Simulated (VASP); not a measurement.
# LiNi3Pd (Pm-3m) in VASP: notebook

LiNi3Pd is run at these levels: PBE; tasks: single point, relaxation of cell and atoms.

Everything below comes from runs of VASP 6.6.1. Logs are shortened: lines on timing, memory, paths and dates and some standing lists are left out, and cuts for length are marked.

### Step 1. The cell of the first run

The structure is cubic, space group Pm-3m (No. 221). Conventional cell: a = 4.593 Å, b = 4.593 Å, c = 4.593 Å, α = 90.00°, β = 90.00°, γ = 90.00°. Within 4.3 Å of Li (site symmetry m-3m) lie 12 Ni at 3.25 Å and 8 Pd at 3.98 Å. Within 3.0 Å of Ni (site symmetry 4/mmm) lie 2 Pd at 2.30 Å. Pd (site symmetry m-3m) has 6 Ni at 2.30 Å within 3.0 Å.

### Step 2. Single point, PBE

INCAR

```
SYSTEM = LiNi3Pd
ALGO = Normal
EDIFF = 1E-6
ENCUT = 520
GGA = PE
ISIF = 2
ISMEAR = 0
LASPH = .TRUE.
LCHARG = .FALSE.
LREAL = .FALSE.
LWAVE = .FALSE.
NBANDS = 30
NELM = 60
PREC = Accurate
SIGMA = 0.1
```

KPOINTS

```
k-points
0
G
  8 8 8
  0 0 0
```

POSCAR

```
LiNi3Pd
1.0
    4.5931491966      0.0000000000      0.0000000000
    0.0000000000      4.5931491966      0.0000000000
    0.0000000000      0.0000000000      4.5931491966
Li Ni Pd
1 3 1
Direct
    0.0000000000      0.0000000000      0.0000000000
    0.0000000000      0.5000000000      0.5000000000
    0.5000000000      0.0000000000      0.5000000000
    0.5000000000      0.5000000000      0.0000000000
    0.5000000000      0.5000000000      0.5000000000
```

Potentials or basis: VASP PAW PBE potentials, release 64 (Li_sv, Ni, Pd).

Run with:

```sh
$ cat potpaw_PBE.64/Li_sv/POTCAR potpaw_PBE.64/Ni/POTCAR potpaw_PBE.64/Pd/POTCAR > POTCAR
$ mpirun -np 1 vasp_std > vasp.out
```

OUTCAR:

```text
SYSTEM = LiNi3Pd
   EDIFF = 1E-6
   ENCUT = 520
   GGA = PE
   ISIF = 2
   ISMEAR = 0
   LASPH = .TRUE.
   LREAL = .FALSE.
   NELM = 60
   PREC = Accurate

 ion  position               nearest neighbor table
   1  0.000  0.000  0.000-
   2  0.000  0.500  0.500-   5 2.30   5 2.30
   3  0.500  0.000  0.500-   5 2.30   5 2.30
   4  0.500  0.500  0.000-   5 2.30   5 2.30
   5  0.500  0.500  0.500-   2 2.30   3 2.30   4 2.30   4 2.30   3 2.30   2 2.30

  LATTYP: Found a simple cubic cell.
 ALAT       =     4.5931491966

  Lattice vectors:

 A1 = (   4.5931491966,   0.0000000000,   0.0000000000)
 A2 = (   0.0000000000,   4.5931491966,   0.0000000000)
 A3 = (   0.0000000000,   0.0000000000,   4.5931491966)

Analysis of symmetry for initial positions (statically):
=====================================================================
 Subroutine PRICEL returns:
 Original cell was already a primitive cell.

 Routine SETGRP: Setting up the symmetry group for a
 simple cubic supercell.

 Subroutine GETGRP returns: Found 48 space group operations
 (whereof 48 operations were pure point group operations)
 out of a pool of 48 trial point group operations.

The static configuration has the point symmetry O_h .

Analysis of symmetry for dynamics (positions and initial velocities):
=====================================================================
 Subroutine PRICEL returns:
 Original cell was already a primitive cell.

 Routine SETGRP: Setting up the symmetry group for a
 simple cubic supercell.

 Subroutine GETGRP returns: Found 48 space group operations
 (whereof 48 operations were pure point group operations)
 out of a pool of 48 trial point group operations.

The dynamic configuration has the point symmetry O_h .

 Subroutine INISYM returns: Found 48 space group operations
 (whereof 48 operations are pure point group operations),
 and found     1 'primitive' translations

----------------------------------------------------------------------------------------

                                     Primitive cell

  volume of cell :      96.9018

  direct lattice vectors                    reciprocal lattice vectors
     4.593149197  0.000000000  0.000000000     0.217715549  0.000000000  0.000000000
     0.000000000  4.593149197  0.000000000     0.000000000  0.217715549  0.000000000
[... 91 lines left out ...]
   EDIFF  = 0.1E-05   stopping-criterion for ELM
   LREAL  =      F    real-space projection
   EDIFFG = 0.1E-04   stopping-criterion for IOM
   NSW    =      0    number of steps for IOM
   IBRION =     -1    ionic relax: 0-MD 1-quasi-New 2-CG
   NFREE  =      0    steps in history (QN), initial steepest desc. (CG)
   ISIF   =      2    stress and relaxation
   ISYM   =      2    0-nonsym 1-usesym 2-fastsym
   POTIM  = 0.5000    time-step for ionic-motion
   TEBEG  =    0.0;   TEEND  =   0.0 temperature during run
   PSTRESS=    0.0 pullay stress
   NELECT =      43.0000    total number of electrons
   NUPDOWN=      -1.0000    fix difference up-down
   EMIN   =  10.00;   EMAX   =-10.00  energy-range for DOS
   EFERMI =   0.00;   METHOD = LEGACY
   ISMEAR =     0;   SIGMA  =   0.10  broadening in eV -4-tet -1-fermi 0-gaus
   EFERMI_NEDOS =   21; number of points for ismear=-14 and -15
   IALGO  =     38    algorithm
   IMIX   =      4    mixing-type and parameters
     AMIX     =   0.40;   BMIX     =  1.00
     AMIX_MAG =   1.60;   BMIX_MAG =  1.00
  volume/ion in A,a.u.               =      19.38       130.79
  Fermi-wavevector in a.u.,A,eV,Ry     =   1.248687  2.359677 21.214482  1.559220
  Thomas-Fermi vector in A             =   2.382763
   LORBIT       =      0    0 simple, 1 ext, 2 COOP (PROOUT), +10 PAW based schemes
   GGA     = PE    functional components
   LHFCALC =     F    Hartree Fock is set to
   AEXX    =    0.0000 exact exchange contribution
   IVDW    =     0    specifies the selected vdW correction
   LEPSILON=     F    determine dielectric tensor
   LRPA    =     F    only Hartree local field effects (RPA)
 non-spin polarized calculation
 Gauss-broadening in eV      SIGMA  =   0.10
  energy-cutoff  :      520.00
  volume of cell :       96.90
 maximum number of plane-waves:      2626
 NGX is ok and might be reduce to    36
   NGX = 17   NGY = 17   NGZ = 17

 number of electron      43.0000027 magnetization

 Free energy of the ion-electron system (eV)
  ---------------------------------------------------
  ext. energy  EPLUGINS =         0.00000000
  ---------------------------------------------------
  free energy    TOTEN  =       -18.39885209 eV

  energy without entropy =      -18.32948210  energy(sigma->0) =      -18.36416710

 E-fermi :   3.4317     XC(G=0):  -9.5440

 val. band max:        3.4215870871   @ k =   0.5000   0.2500   0.2500
 cond. band min:       3.4420420495   @ k =   0.1250   0.1250   0.0000
 fundamental gap:      0.0204549624
 Fermi energy:         3.4316502991

 k-point     1 :       0.0000    0.0000    0.0000
  band No.  band energies     occupation
      1     -43.1711      2.00000
      2      -2.2919      2.00000
      3      -1.5401      2.00000
      4      -1.5401      2.00000
      5      -0.7133      2.00000
      6      -0.7133      2.00000
[... 781 lines left out ...]
     29       9.8243      0.00000
     30      11.4690      0.00000

 [... further k-points ...]

------------------------ aborting loop because EDIFF is reached ----------------------------------------

  FORCE on cell =-STRESS in cart. coord.  units (eV):
  Direction    XX          YY          ZZ          XY          YZ          ZX
  --------------------------------------------------------------------------------------
  -------------------------------------------------------------------------------------
  Total       -0.0875402     -0.0875402     -0.0875402      0.0000000     -0.0000000      0.0000000
  in kB       -1.4473930     -1.4473930     -1.4473930      0.0000000     -0.0000000      0.0000000
  external PRESSURE =      -1.4473930 kB  Pullay stress =       0.0000000 kB

 VOLUME and BASIS-vectors are now :
 -----------------------------------------------------------------------------
  energy-cutoff  :      520.00
  volume of cell :       96.90
      direct lattice vectors                 reciprocal lattice vectors
     4.593149197  0.000000000  0.000000000     0.217715549  0.000000000  0.000000000
     0.000000000  4.593149197  0.000000000     0.000000000  0.217715549  0.000000000
     0.000000000  0.000000000  4.593149197     0.000000000  0.000000000  0.217715549

 POSITION                                       TOTAL-FORCE (eV/Angst)
 -----------------------------------------------------------------------------------
      0.00000      0.00000      0.00000         0.000000      0.000000      0.000000
      0.00000      2.29657      2.29657         0.000000      0.000000      0.000000
      2.29657      0.00000      2.29657         0.000000      0.000000      0.000000
      2.29657      2.29657      0.00000         0.000000      0.000000      0.000000
      2.29657      2.29657      2.29657         0.000000      0.000000      0.000000
 -----------------------------------------------------------------------------------
    total drift:                                0.000000      0.000000      0.000000

  FREE ENERGIE OF THE ION-ELECTRON SYSTEM (eV)
  ---------------------------------------------------
  free  energy   TOTEN  =       -18.3988520939 eV

  energy  without entropy=      -18.3294821018  energy(sigma->0) =      -18.36416710
```

OSZICAR:

```text
N       E                     dE             d eps       ncg     rms          rms(c)
DAV:   1     0.282655599193E+03    0.28266E+03   -0.18342E+04  2100   0.158E+03
DAV:   2     0.930994338678E-01   -0.28256E+03   -0.26483E+03  2172   0.328E+02
DAV:   3    -0.194402450962E+02   -0.19533E+02   -0.18370E+02  2398   0.105E+02
DAV:   4    -0.202937337558E+02   -0.85349E+00   -0.84588E+00  3360   0.172E+01
DAV:   5    -0.203073144214E+02   -0.13581E-01   -0.13568E-01  2602   0.203E+00    0.149E+01
DAV:   6    -0.230537755624E+02   -0.27465E+01   -0.30757E+01  2420   0.826E+01    0.218E+01
DAV:   7    -0.185564095579E+02    0.44974E+01   -0.20689E+01  2556   0.753E+01    0.436E+00
DAV:   8    -0.184346313241E+02    0.12178E+00   -0.11243E+00  2582   0.837E+00    0.255E+00
DAV:   9    -0.184051142659E+02    0.29517E-01   -0.10424E-01  2600   0.313E+00    0.103E+00
DAV:  10    -0.183990194896E+02    0.60948E-02   -0.19134E-02  2886   0.174E+00    0.204E-01
DAV:  11    -0.183989120674E+02    0.10742E-03   -0.15628E-03  2674   0.373E-01    0.952E-02
DAV:  12    -0.183989021804E+02    0.98870E-05   -0.58005E-04  2766   0.238E-01    0.616E-02
DAV:  13    -0.183988554880E+02    0.46692E-04   -0.18072E-04  2982   0.155E-01    0.114E-02
DAV:  14    -0.183988529476E+02    0.25404E-05   -0.13439E-05  2766   0.441E-02    0.614E-03
DAV:  15    -0.183988520939E+02    0.85376E-06   -0.20578E-06  1676   0.176E-02
   1 F= -.18398852E+02 E0= -.18364167E+02  d E =-.693700E-01
```

stdout:

```text
POSCAR found type information on POSCAR LiNiPd
 POSCAR found :  3 types and       5 ions
 scaLAPACK will be used
 LDA part: xc-table for (Slater+PW92), standard interpolation
 POSCAR, INCAR and KPOINTS ok, starting setup
 FFT: planning ... GRIDC
 FFT: planning ... GRID_SOFT
 FFT: planning ... GRID
 WAVECAR not read
 entering main loop
```

It took 55 s on 1 thread of Intel Xeon 6975P-C (Granite Rapids), shared host; peak memory 0.26 GiB.

What came out:

| Quantity | Value |
| --- | --- |
| Free energy | -18.3989 eV |
| Band gap on the k mesh | zero (an odd number of electrons rules out a gap without spin polarisation) |

Levels at points of the mesh, in eV from the Fermi level:
```tsv
k point	band 19	band 20	band 21	band 22	band 23	band 24	band 25	band 26
(0.00, 0.00, 0.00)	0.12	0.12	0.37	0.37	1.36	1.36	1.36	5.04
(0.50, 0.00, 0.00)	-0.37	-0.13	-0.13	0.12	0.30	3.25	3.25	4.96
(0.50, 0.50, 0.00)	-0.34	-0.28	-0.13	-0.13	0.06	0.06	1.36	5.22
(0.50, 0.50, 0.50)	-0.29	-0.25	-0.25	-0.25	1.09	1.09	1.09	1.64
```

Caveat: the cutoff is under 1.25 times the usual one of these potentials, so pressure, stress and relaxed cells hold a basis-set (Pulay) error.

### Step 3. Single point, PBE, collinear spin, ferromagnetic start

This run uses another cell than the first one, of 10.53 Å³/atom.

INCAR

```
  ALGO = Normal
  EDIFF = 1E-7
  ENCUT = 520
  GGA = PE
  ISIF = 2
  ISMEAR = 0
  ISPIN = 2
  LASPH = T
  LCHARG = T
  LELF = T
  LMAXMIX = 4
  LORBIT = 11
  LREAL = F
  LVHAR = T
  LWAVE = F
  MAGMOM = 0 2 2 2 0
  NBANDS = 34
  NELM = 150
  PREC = Accurate
  SIGMA = 0.1
```

KPOINTS

```
k-points
0
Gamma
  6 6 6
```

POSCAR, as its differences from that of step 2:

```diff
@@ -2,5 +2,5 @@
 1.0
-    4.5931491966      0.0000000000      0.0000000000
-    0.0000000000      4.5931491966      0.0000000000
-    0.0000000000      0.0000000000      4.5931491966
+    3.7481020515      0.0000000000      0.0000000000
+    0.0000000000      3.7481020515      0.0000000000
+    0.0000000000      0.0000000000      3.7481020515
 Li Ni Pd
```

Potentials or basis: VASP PAW PBE potentials, release 64 (Li_sv, Ni, Pd).

Run with:

```sh
$ cat potpaw_PBE.64/Li_sv/POTCAR potpaw_PBE.64/Ni/POTCAR potpaw_PBE.64/Pd/POTCAR > POTCAR
$ mpirun -np 1 vasp_std > vasp.out
```

OUTCAR:

```text
EDIFF = 1E-7
   ENCUT = 520
   GGA = PE
   ISIF = 2
   ISMEAR = 0
   ISPIN = 2
   LASPH = T
   LORBIT = 11
   LREAL = F
   NELM = 150
   PREC = Accurate

 ion  position               nearest neighbor table
   1  0.000  0.000  0.000-   2 2.65   3 2.65   4 2.65   2 2.65   3 2.65   2 2.65   4 2.65   2 2.65
                             3 2.65   4 2.65   3 2.65   4 2.65
   2  0.000  0.500  0.500-   5 1.87   5 1.87   4 2.65   1 2.65   1 2.65   4 2.65   1 2.65   3 2.65
                             1 2.65   3 2.65   4 2.65   3 2.65   4 2.65   3 2.65
   3  0.500  0.000  0.500-   5 1.87   5 1.87   4 2.65   1 2.65   1 2.65   4 2.65   2 2.65   4 2.65
                             2 2.65   4 2.65   1 2.65   2 2.65   1 2.65   2 2.65
   4  0.500  0.500  0.000-   5 1.87   5 1.87   3 2.65   1 2.65   2 2.65   3 2.65   2 2.65   1 2.65
                             3 2.65   3 2.65   1 2.65   2 2.65   2 2.65   1 2.65
   5  0.500  0.500  0.500-   2 1.87   3 1.87   4 1.87   4 1.87   3 1.87   2 1.87

  LATTYP: Found a simple cubic cell.
 ALAT       =     3.7481020515

  Lattice vectors:

 A1 = (   3.7481020515,   0.0000000000,   0.0000000000)
 A2 = (   0.0000000000,   3.7481020515,   0.0000000000)
[... 1652 lines left out ...]
  -------------------------------------------------------------------------------------
  Total       51.4043481     51.4043481     51.4043481      0.0000000     -0.0000000      0.0000000
  in kB     1564.1421393   1564.1421393   1564.1421393      0.0000000     -0.0000000      0.0000000
  external PRESSURE =    1564.1421393 kB  Pullay stress =       0.0000000 kB

 VOLUME and BASIS-vectors are now :
 -----------------------------------------------------------------------------
  energy-cutoff  :      520.00
  volume of cell :       52.65
      direct lattice vectors                 reciprocal lattice vectors
     3.748102052  0.000000000  0.000000000     0.266801700  0.000000000  0.000000000
     0.000000000  3.748102052  0.000000000     0.000000000  0.266801700  0.000000000
     0.000000000  0.000000000  3.748102052     0.000000000  0.000000000  0.266801700

 POSITION                                       TOTAL-FORCE (eV/Angst)
 -----------------------------------------------------------------------------------
      0.00000      0.00000      0.00000         0.000000      0.000000      0.000000
      0.00000      1.87405      1.87405         0.000000      0.000000      0.000000
      1.87405      0.00000      1.87405         0.000000      0.000000      0.000000
      1.87405      1.87405      0.00000         0.000000      0.000000      0.000000
      1.87405      1.87405      1.87405         0.000000      0.000000      0.000000
 -----------------------------------------------------------------------------------
    total drift:                                0.000000      0.000000      0.000000

  FREE ENERGIE OF THE ION-ELECTRON SYSTEM (eV)
  ---------------------------------------------------
  free  energy   TOTEN  =        -5.8267328377 eV

  energy  without entropy=       -5.8088099173  energy(sigma->0) =       -5.81777138

 total charge

# of ion       s       p       d       tot
------------------------------------------
    1        2.031   0.069   0.000   2.101
    2        0.635   0.650   8.785  10.070
    3        0.635   0.650   8.785  10.070
    4        0.635   0.650   8.785  10.070
    5        1.133   1.197   9.316  11.646
--------------------------------------------------
tot          5.068   3.217  35.671  43.956

 magnetization (x)

# of ion       s       p       d       tot
------------------------------------------
    1       -0.000  -0.000   0.000  -0.000
    2        0.000  -0.000   0.000   0.000
    3        0.000  -0.000   0.000   0.000
    4        0.000  -0.000   0.000   0.000
    5       -0.000  -0.000   0.000   0.000
--------------------------------------------------
tot         -0.000  -0.000   0.000   0.000
```

Wall time 45 s (1 thread of Intel Xeon 6975P-C (Granite Rapids), shared host); peak memory 0.21 GiB.

What came out:

```
Free energy : -5.8267 eV
Net moment  : 0.00 μB per cell
```

Levels at points of the mesh, in eV from the Fermi level:
Spin up:
| k point | band 18 | band 19 | band 20 | band 21 | band 22 | band 23 | band 24 | band 25 | band 26 | band 27 |
| --- | --- | --- | --- | --- | --- | --- | --- | --- | --- | --- |
| (0.00, 0.00, 0.00) | 0.62 | 0.62 | 0.62 | 0.75 | 0.75 | 0.75 | 1.05 | 1.05 | 8.40 | 8.40 |
| (0.50, 0.00, 0.00) | -1.34 | -1.19 | -0.21 | -0.21 | 0.61 | 0.90 | 4.41 | 4.41 | 6.19 | 6.19 |
| (0.50, 0.50, 0.00) | -1.44 | -1.16 | -0.61 | -0.23 | -0.23 | -0.21 | -0.21 | 1.15 | 8.40 | 8.98 |
| (0.50, 0.50, 0.50) | -1.20 | -1.20 | -1.03 | -1.03 | -1.03 | 0.91 | 0.91 | 0.91 | 2.45 | 2.45 |
Spin down:
| k point | band 19 | band 20 | band 21 | band 22 | band 23 | band 24 | band 25 | band 26 |
| --- | --- | --- | --- | --- | --- | --- | --- | --- |
| (0.00, 0.00, 0.00) | 0.62 | 0.62 | 0.75 | 0.75 | 0.75 | 1.05 | 1.05 | 8.40 |
| (0.50, 0.00, 0.00) | -1.19 | -0.21 | -0.21 | 0.61 | 0.90 | 4.41 | 4.41 | 6.19 |
| (0.50, 0.50, 0.00) | -1.16 | -0.61 | -0.23 | -0.23 | -0.21 | -0.21 | 1.15 | 8.40 |
| (0.50, 0.50, 0.50) | -1.20 | -1.03 | -1.03 | -1.03 | 0.91 | 0.91 | 0.91 | 2.45 |

Caveat: the cutoff is under 1.25 times the usual one of these potentials, so pressure, stress and relaxed cells hold a basis-set (Pulay) error; the moments typed at the start vanished in this run.

### Step 4. Relaxation of cell and atoms, PBE

This run uses another cell than the first one, of 19.32 Å³/atom.

INCAR

```
PREC = Accurate
ENCUT = 600
EDIFF = 1E-6
ISMEAR = 0
SIGMA = 0.1
LREAL = False
LASPH = True
NELM = 100
ALGO = Fast
ISIF = 3
LWAVE = False
LCHARG = False
GGA = PE
IBRION = 2
NSW = 100
EDIFFG = -0.01
```

KPOINTS

```
Automatic mesh
0
Gamma
  8 8 8
```

POSCAR, as its differences from that of step 3:

```diff
@@ -2,5 +2,5 @@
 1.0
-    3.7481020515      0.0000000000      0.0000000000
-    0.0000000000      3.7481020515      0.0000000000
-    0.0000000000      0.0000000000      3.7481020515
+    4.5884236508      0.0000000000      0.0000000000
+    0.0000000000      4.5884236508      0.0000000000
+    0.0000000000      0.0000000000      4.5884236508
 Li Ni Pd
```

Run with:

```sh
$ cat potpaw_PBE.64/Li_sv/POTCAR potpaw_PBE.64/Ni/POTCAR potpaw_PBE.64/Pd/POTCAR > POTCAR
$ mpirun -np 1 vasp_std > vasp.out
```

Wall time 1.8 min (1 thread of Intel Xeon 6975P-C (Granite Rapids), shared host); peak memory 0.3 GiB.

It converged, with:

```
Free energy             : -18.3974 eV
Pressure after relaxing : 0.1 GPa
Band gap on the k mesh  : zero (an odd number of electrons rules out a gap without spin polarisation)
```

Final structure:
```xyz
5
Lattice="4.5884 0.0000 0.0000 0.0000 4.5884 0.0000 0.0000 0.0000 4.5884" Properties=species:S:1:pos:R:3 pbc="T T T"
Li    0.0000    0.0000    0.0000
Ni    0.0000    2.2942    2.2942
Ni    2.2942    0.0000    2.2942
Ni    2.2942    2.2942    0.0000
Pd    2.2942    2.2942    2.2942
```

Levels at points of the mesh, in eV from the Fermi level:
| k point | band 19 | band 20 | band 21 | band 22 | band 23 | band 24 | band 25 |
| --- | --- | --- | --- | --- | --- | --- | --- |
| (0.00, 0.00, 0.00) | 0.12 | 0.12 | 0.37 | 0.37 | 1.36 | 1.36 | 1.36 |
| (0.50, 0.00, 0.00) | -0.37 | -0.13 | -0.13 | 0.12 | 0.30 | 3.26 | 3.26 |
| (0.50, 0.50, 0.00) | -0.34 | -0.28 | -0.13 | -0.13 | 0.06 | 0.06 | 1.36 |
| (0.50, 0.50, 0.50) | -0.29 | -0.26 | -0.26 | -0.26 | 1.10 | 1.64 | 1.64 |

Caveat: the cutoff is under 1.25 times the usual one of these potentials, so pressure, stress and relaxed cells hold a basis-set (Pulay) error; the relaxation stopped at its first step, so nothing moved.

The gap in the log of VASP goes by the Fermi energy; the results here count the filled bands.